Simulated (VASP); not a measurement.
# Cd2SO: single point with PBE

Cd2SO:

```xyz
4
Lattice="1.8021 1.0404 5.8450 -1.8021 1.0404 5.8450 0.0000 -2.0809 5.8450" Properties=species:S:1:pos:R:3 pbc="T T T"
O     1.8021    1.0404    5.8450
S     0.0000    0.0000    8.7675
Cd    0.0000    0.0000    4.5736
Cd    0.0000    0.0000   12.9614
```

```json
{"Program": "VASP 6.6.1", "Task": "single point", "Functional": "PBE", "Potentials or basis": "VASP PAW PBE potentials, release 64 (O, S, Cd)", "Cutoff": "600 eV", "k mesh": "6 × 6 × 6", "Occupations": "fermi-dirac, width 0.02 eV", "Spin": "non-collinear spin, zero start, spin-orbit coupling", "Starting moments": "[[0, 0, 0], [0, 0, 0], [0, 0, 0], [0, 0, 0]] μB"}
```

The pressure is 3.7 GPa. The largest force is 0.064 eV/Å, the net moment is 0.00 μB per cell and the valence electrons inside the program's atomic spheres are O 4.88; S 3.75; Cd 10.22.

Forces in eV/Å, atoms in the order of the input:
```
O    0.000  0.000  0.000
S    0.000  0.000  0.000
Cd   0.000  0.000 -0.064
Cd   0.000  0.000  0.064
```

Stress tensor (GPa, compression positive):
```
3.58 0.00 0.00
0.00 3.58 0.00
0.00 0.00 3.82
```

Moments on the atoms (μB; x, y, z):
```
O   0.00 0.00 0.00
S   0.00 0.00 0.00
Cd  0.00 0.00 0.00
Cd  0.00 0.00 0.00
```

Run time: 26 min on 1 thread of Intel Xeon 8259CL (shared host), peak memory 0.92 GiB.

Caveat: the cell stands under pressure.
